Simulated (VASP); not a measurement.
Runs of VASP 6.6.1 on Sb. The structure is that of space group P6_422 (No. 181), or close to it. The cells are those of the table. 

```tsv
task	cell	k mesh	cutoff (eV)	gap on the mesh (eV)	pressure (GPa)	relaxed volume (Å³/atom)	largest force (eV/Å)
relaxation of cell and atoms	relaxed from a = 7.088, b = 7.088, c = 4.498 Å, angles 90.0, 90.0, 120.0°, 6 atoms	3 × 3 × 4	600	none	0.1	(a)	-
relaxation of cell and atoms	relaxed from a = 8.538, b = 8.538, c = 3.425 Å, angles 90.0, 90.0, 120.0°, 6 atoms	3 × 3 × 6	600	none	0.1	(b)	0.01
single point	a = 8.754, b = 8.754, c = 3.278 Å, angles 90.0, 90.0, 120.0°, 6 atoms	6 × 6 × 10	520	none	0.0	-	0.02
single point	a = 8.479, b = 8.479, c = 3.500 Å, angles 90.0, 90.0, 120.0°, 6 atoms	3 × 3 × 6	520	none	-0.2	-	-
relaxation of cell and atoms	relaxed from a = 8.479, b = 8.479, c = 3.500 Å, angles 90.0, 90.0, 120.0°, 6 atoms	6 × 6 × 10	600	none	0.0	36.19	0.01
single point	a = 8.538, b = 8.538, c = 3.425 Å, angles 90.0, 90.0, 120.0°, 6 atoms	3 × 3 × 4	520	none	0.0	-	0.01
```

Alike in all rows: level PBE; potentials or basis VASP PAW PBE potentials, release 64 (Sb); no spin polarisation; smearing gaussian 0.1 eV.

Task: Estimate the missing entries.

Result: (a) 35.88; (b) 36.11.

Caveats: some runs use coarse meshes; spin-orbit coupling is left out, which moves the levels of the heavy elements.

A k mesh can miss the band edges, and the runs leave out spin-orbit coupling on Sb.

A gap of «none» marks levels without a gap at the run's occupations.
